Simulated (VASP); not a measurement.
# LiOs2 (P6_3/mmc) in VASP: single point with PBE

Aim: the single point of LiOs2 with PBE.

Program: VASP 6.6.1. These are calculated values, not measurements. Logs are shortened: lines on timing, memory, paths and dates and some standing lists are left out, and cuts for length are marked.

### Step 1. The cell of the first run

It takes space group P6_3/mmc (No. 194, hexagonal). Conventional cell: a = 4.206 Å, b = 4.206 Å, c = 5.905 Å, α = 90.00°, β = 90.00°, γ = 120.00°. Within 3.6 Å of Li (site symmetry -6m2) lie 12 Os at 2.71 to 2.99 Å and 2 Li at 2.95 Å. Within 3.2 Å of Os (site symmetry 3m) lie 4 Os at 2.42 to 2.49 Å and 6 Li at 2.71 to 2.99 Å.

### Step 2. Single point, PBE

The input, INCAR:

```
PREC = Accurate
ENCUT = 520
EDIFF = 1E-7
ISMEAR = 0
SIGMA = 0.1
LREAL = False
LASPH = True
NELM = 100
ALGO = Fast
ISIF = 2
LWAVE = False
LCHARG = True
GGA = PE
LELF = True
LVHAR = True
NBANDS = 28
```

The input, KPOINTS:

```
regular mesh
0
Gamma
  12 12 6
```

The input, POSCAR:

```
LiOs2
1.0
    4.2063638068      0.0000000000      0.0000000000
   -2.1031819034      3.6428179142      0.0000000000
    0.0000000000      0.0000000000      5.9050519777
Li Os
2 4
Direct
    0.0000000000      0.0000000000      0.7500000000
    0.0000000000      0.0000000000      0.2500000000
    0.3333333333      0.6666666667      0.0452452016
    0.3333333333      0.6666666667      0.4547547984
    0.6666666667      0.3333333333      0.9547547984
    0.6666666667      0.3333333333      0.5452452016
```

Potentials or basis: VASP PAW PBE potentials, release 64 (Li_sv, Os).

Command:

```console
> cat potpaw_PBE.64/Li_sv/POTCAR potpaw_PBE.64/Os/POTCAR > POTCAR
> mpirun -np 1 vasp_std > vasp.out
```

OUTCAR:

```text
PREC = Accurate
   ENCUT = 520
   EDIFF = 1E-7
   ISMEAR = 0
   LREAL = False
   LASPH = True
   NELM = 100
   ISIF = 2
   GGA = PE

 ion  position               nearest neighbor table
   1  0.000  0.000  0.750-   5 2.71   6 2.71   5 2.71   6 2.71   5 2.71   6 2.71   3 2.99   4 2.99
                             3 2.99   4 2.99   3 2.99   4 2.99
   2  0.000  0.000  0.250-   3 2.71   4 2.71   3 2.71   4 2.71   3 2.71   4 2.71   5 2.99   6 2.99
                             5 2.99   6 2.99   5 2.99   6 2.99
   3  0.333  0.667  0.045-   4 2.42   5 2.49   5 2.49   5 2.49   2 2.71   2 2.71   2 2.71   1 2.99
                             1 2.99   1 2.99
   4  0.333  0.667  0.455-   3 2.42   6 2.49   6 2.49   6 2.49   2 2.71   2 2.71   2 2.71   1 2.99
                             1 2.99   1 2.99
   5  0.667  0.333  0.955-   6 2.42   3 2.49   3 2.49   3 2.49   1 2.71   1 2.71   1 2.71   2 2.99
                             2 2.99   2 2.99
   6  0.667  0.333  0.545-   5 2.42   4 2.49   4 2.49   4 2.49   1 2.71   1 2.71   1 2.71   2 2.99
                             2 2.99   2 2.99

  LATTYP: Found a hexagonal cell.
 ALAT       =     4.2063638068
 C/A-ratio  =     1.4038376729

  Lattice vectors:

 A1 = (   4.2063638068,   0.0000000000,   0.0000000000)
 A2 = (  -2.1031819034,   3.6428179142,   0.0000000000)
 A3 = (   0.0000000000,   0.0000000000,   5.9050519777)

Analysis of symmetry for initial positions (statically):
=====================================================================
 Subroutine PRICEL returns:
 Original cell was already a primitive cell.

 Routine SETGRP: Setting up the symmetry group for a
 hexagonal supercell.

 Subroutine GETGRP returns: Found 24 space group operations
 (whereof 12 operations were pure point group operations)
 out of a pool of 24 trial point group operations.

The static configuration has the point symmetry D_3d.
 The point group associated with its full space group is D_6h.

Analysis of symmetry for dynamics (positions and initial velocities):
=====================================================================
 Subroutine PRICEL returns:
 Original cell was already a primitive cell.

 Routine SETGRP: Setting up the symmetry group for a
 hexagonal supercell.

 Subroutine GETGRP returns: Found 24 space group operations
 (whereof 12 operations were pure point group operations)
 out of a pool of 24 trial point group operations.

The dynamic configuration has the point symmetry D_3d.
 The point group associated with its full space group is D_6h.

 Subroutine INISYM returns: Found 24 space group operations
 (whereof 12 operations are pure point group operations),
 and found     1 'primitive' translations

----------------------------------------------------------------------------------------

                                     Primitive cell

  volume of cell :      90.4832

  direct lattice vectors                    reciprocal lattice vectors
     4.206363807  0.000000000  0.000000000     0.237735024  0.137256380  0.000000000
    -2.103181903  3.642817914  0.000000000     0.000000000  0.274512760  0.000000000
     0.000000000  0.000000000  5.905051978     0.000000000  0.000000000  0.169346520

  length of vectors
     4.206363807  4.206363807  5.905051978     0.274512760  0.274512760  0.169346520

  position of ions in fractional coordinates (direct lattice)
     0.000000000  0.000000000  0.750000000
     0.000000000  0.000000000  0.250000000
     0.333333333  0.666666667  0.045245202
     0.333333333  0.666666667  0.454754798
     0.666666667  0.333333333  0.954754798
     0.666666667  0.333333333  0.545245202

  ion indices of the primitive-cell ions
   primitive index   ion index
                 1           1
                 2           2
                 3           3
                 4           4
                 5           5
                 6           6

----------------------------------------------------------------------------------------

 KPOINTS: regular mesh

Automatic generation of k-mesh.
 Grid dimensions read from file:
 generate k-points for:   12   12    6

 Generating k-lattice:

  Cartesian coordinates                     Fractional coordinates (reciprocal lattice)
     0.019811252  0.011438032  0.000000000     0.083333333  0.000000000  0.000000000
     0.000000000  0.022876063  0.000000000     0.000000000  0.083333333  0.000000000
     0.000000000  0.000000000  0.028224420     0.000000000  0.000000000  0.166666667

  Length of vectors
     0.022876063  0.022876063  0.028224420

  Shift w.r.t. Gamma in fractional coordinates (k-lattice)
     0.000000000  0.000000000  0.000000000

 Subroutine IBZKPT returns following result:
 ===========================================

 Found     76 irreducible k-points:

 Following reciprocal coordinates:
            Coordinates               Weight
  0.000000  0.000000  0.000000      1.000000
  0.083333 -0.000000  0.000000      6.000000
  0.166667  0.000000  0.000000      6.000000
  0.250000  0.000000  0.000000      6.000000
  0.333333 -0.000000  0.000000      6.000000
  0.416667 -0.000000  0.000000      6.000000
[... 16 lines left out ...]
  0.250000  0.000000  0.166667     12.000000
  0.333333 -0.000000  0.166667     12.000000
 [... further k-points ...]
   k-points           NKPTS =     76   k-points in BZ     NKDIM =     76   number of bands    NBANDS=     28
   number of dos      NEDOS =    301   number of ions     NIONS =      6
   total plane-waves  NPLWV =  49152
   dimension x,y,z NGX =    32 NGY =   32 NGZ =   48
   dimension x,y,z NGXF=    64 NGYF=   64 NGZF=   96
   ions per type =               2   4
   NGX,Y,Z   is equivalent  to a cutoff of  12.65, 12.65, 13.51 a.u.
   NGXF,Y,Z  is equivalent  to a cutoff of  25.29, 25.29, 27.03 a.u.
 SYSTEM =  unknown system
   PREC   = accura    normal or accurate (medium, high low for compatibility)
   ISTART =      0    job   : 0-new  1-cont  2-samecut
   ICHARG =      2    charge: 1-file 2-atom 10-const
   ISPIN  =      1    spin polarized calculation?
   LNONCOLLINEAR =      F non collinear calculations
   LSORBIT =      F    spin-orbit coupling
   LASPH  =      T    aspherical Exc in radial PAW
   ENCUT  =  520.0 eV  38.22 Ry    6.18 a.u.   7.82  7.82 10.98*2*pi/ulx,y,z
   NELM   =    100;   NELMIN=  2; NELMDL= -5     # of ELM steps
   EDIFF  = 0.1E-06   stopping-criterion for ELM
   LREAL  =      F    real-space projection
   EDIFFG = 0.1E-05   stopping-criterion for IOM
   NSW    =      0    number of steps for IOM
   IBRION =     -1    ionic relax: 0-MD 1-quasi-New 2-CG
   NFREE  =      0    steps in history (QN), initial steepest desc. (CG)
   ISIF   =      2    stress and relaxation
   ISYM   =      2    0-nonsym 1-usesym 2-fastsym
   POTIM  = 0.5000    time-step for ionic-motion
   TEBEG  =    0.0;   TEEND  =   0.0 temperature during run
   PSTRESS=    0.0 pullay stress
   NELECT =      38.0000    total number of electrons
   NUPDOWN=      -1.0000    fix difference up-down
   EMIN   =  10.00;   EMAX   =-10.00  energy-range for DOS
   EFERMI =   0.00;   METHOD = LEGACY
   ISMEAR =     0;   SIGMA  =   0.10  broadening in eV -4-tet -1-fermi 0-gaus
   EFERMI_NEDOS =   21; number of points for ismear=-14 and -15
   IALGO  =     68    algorithm
   IMIX   =      4    mixing-type and parameters
     AMIX     =   0.40;   BMIX     =  1.00
     AMIX_MAG =   1.60;   BMIX_MAG =  1.00
  volume/ion in A,a.u.               =      15.08       101.77
  Fermi-wavevector in a.u.,A,eV,Ry     =   1.225971  2.316748 20.449607  1.503004
  Thomas-Fermi vector in A             =   2.360989
   LORBIT       =      0    0 simple, 1 ext, 2 COOP (PROOUT), +10 PAW based schemes
   GGA     = PE    functional components
   LHFCALC =     F    Hartree Fock is set to
   AEXX    =    0.0000 exact exchange contribution
   IVDW    =     0    specifies the selected vdW correction
   LEPSILON=     F    determine dielectric tensor
   LRPA    =     F    only Hartree local field effects (RPA)
 non-spin polarized calculation
 RMM-DIIS sequential band-by-band and
 Gauss-broadening in eV      SIGMA  =   0.10
  energy-cutoff  :      520.00
  volume of cell :       90.48
 maximum number of plane-waves:      2456
 NGX is ok and might be reduce to    32
   NGX = 15   NGY = 15   NGZ = 21

 number of electron      38.0000005 magnetization

 Free energy of the ion-electron system (eV)
  ---------------------------------------------------
  ext. energy  EPLUGINS =         0.00000000
  ---------------------------------------------------
  free energy    TOTEN  =       -46.90110167 eV

  energy without entropy =      -46.88044563  energy(sigma->0) =      -46.89077365

 E-fermi :   5.7440     XC(G=0): -11.7399

 val. band max:        5.7335443207   @ k =   0.2500   0.0833   0.0000
 cond. band min:       5.7507680151   @ k =   0.2500   0.1667   0.5000
 fundamental gap:      0.0172236944
 Fermi energy:         5.7439877235

 k-point     1 :       0.0000    0.0000    0.0000
  band No.  band energies     occupation
      1     -39.2728      2.00000
      2     -39.2617      2.00000
      3      -2.4125      2.00000
      4      -0.0880      2.00000
      5       0.9255      2.00000
      6       0.9255      2.00000
[... 20 lines left out ...]
     27      12.3425      0.00000
     28      14.1147      0.00000

 k-point     2 :       0.0833   -0.0000    0.0000
  band No.  band energies     occupation
      1     -39.2728      2.00000
      2     -39.2617      2.00000
      3      -2.3299      2.00000
      4       0.0080      2.00000
      5       0.7732      2.00000
      6       0.8728      2.00000
[... 20 lines left out ...]
     27      11.8350      0.00000
     28      14.2230      0.00000

 k-point     3 :       0.1667    0.0000    0.0000
  band No.  band energies     occupation
      1     -39.2725      2.00000
      2     -39.2618      2.00000
      3      -2.0890      2.00000
      4       0.2856      2.00000
      5       0.5632      2.00000
      6       0.7763      2.00000
[... 616 lines left out ...]
      3      -1.5581      2.00000
      4       0.4611      2.00000
      5       0.5452      2.00000
      6       0.8182      2.00000
[... 20 lines left out ...]
     27      10.0026      0.00000
     28      11.9877      0.00000

 k-point    24 :       0.3333   -0.0000    0.1667
  band No.  band energies     occupation
      1     -39.2714      2.00000
      2     -39.2625      2.00000
      3      -1.0917      2.00000
      4       0.4134      2.00000
      5       0.8105      2.00000
      6       0.9390      2.00000
[... 20 lines left out ...]
     27       9.5702      0.00000
     28      10.9214      0.00000

 [... further k-points ...]
[... 5 lines left out ...]
  --------------------------------------------------------------------------------------
  -------------------------------------------------------------------------------------
  Total       -0.3808792     -0.3808792     -0.4224761     -0.0000000      0.0000000      0.0000000
  in kB       -6.7441910     -6.7441910     -7.4807432     -0.0000000      0.0000000      0.0000000
  external PRESSURE =      -6.9897084 kB  Pullay stress =       0.0000000 kB

 VOLUME and BASIS-vectors are now :
 -----------------------------------------------------------------------------
  energy-cutoff  :      520.00
  volume of cell :       90.48
      direct lattice vectors                 reciprocal lattice vectors
     4.206363807  0.000000000  0.000000000     0.237735024  0.137256380  0.000000000
    -2.103181903  3.642817914  0.000000000     0.000000000  0.274512760  0.000000000
     0.000000000  0.000000000  5.905051978     0.000000000  0.000000000  0.169346520

 POSITION                                       TOTAL-FORCE (eV/Angst)
 -----------------------------------------------------------------------------------
      0.00000      0.00000      4.42879         0.000000     -0.000000     -0.000000
      0.00000      0.00000      1.47626        -0.000000     -0.000000     -0.000000
     -0.00000      2.42855      0.26718         0.000000     -0.000000      0.062721
     -0.00000      2.42855      2.68535        -0.000000     -0.000000     -0.062721
      2.10318      1.21427      5.63788        -0.000000      0.000000     -0.062721
      2.10318      1.21427      3.21970        -0.000000      0.000000      0.062721
 -----------------------------------------------------------------------------------
    total drift:                               -0.000000      0.000000     -0.000000

  FREE ENERGIE OF THE ION-ELECTRON SYSTEM (eV)
  ---------------------------------------------------
  free  energy   TOTEN  =       -46.9011016729 eV

  energy  without entropy=      -46.8804456343  energy(sigma->0) =      -46.89077365
```

Run time: 11 min. Hardware: 1 thread of Intel Xeon 8259CL, shared host; peak memory 0.32 GiB.

What came out:

- Free energy: -46.9011 eV
- Largest force: 0.063 eV/Å
- Band gap on the k mesh: zero (band 19 reaches 6.22 eV, above the bottom of band 20 at 4.27 eV)

Forces in eV/Å, atoms in the order of the input:
```
Li   0.000  0.000  0.000
Li   0.000  0.000  0.000
Os   0.000  0.000  0.063
Os   0.000  0.000 -0.063
Os   0.000  0.000 -0.063
Os   0.000  0.000  0.063
```

Levels at points of the mesh, in eV from the Fermi level:
```
           k point  band 15  band 16  band 17  band 18  band 19  band 20  band 21  band 22  band 23  band 24
(0.00, 0.00, 0.00)    -2.55    -2.55    -1.51    -1.02    -1.02     0.32     0.32     1.29     1.81     1.81
(0.50, 0.00, 0.00)    -1.97    -1.35    -1.31    -0.39     0.47     0.75     1.10     1.49     1.61     1.71
(0.00, 0.00, 0.50)    -1.83    -1.83    -1.83    -1.83    -1.48    -1.48     1.18     1.18     1.18     1.18
(0.50, 0.00, 0.50)    -2.77    -2.77    -0.13    -0.13     0.12     0.12     0.93     0.93     1.04     1.04
```

Caveat: the cutoff is under 1.25 times the usual one of these potentials, so pressure, stress and relaxed cells hold a basis-set (Pulay) error; spin-orbit coupling is left out, which moves the levels of the heavy elements.
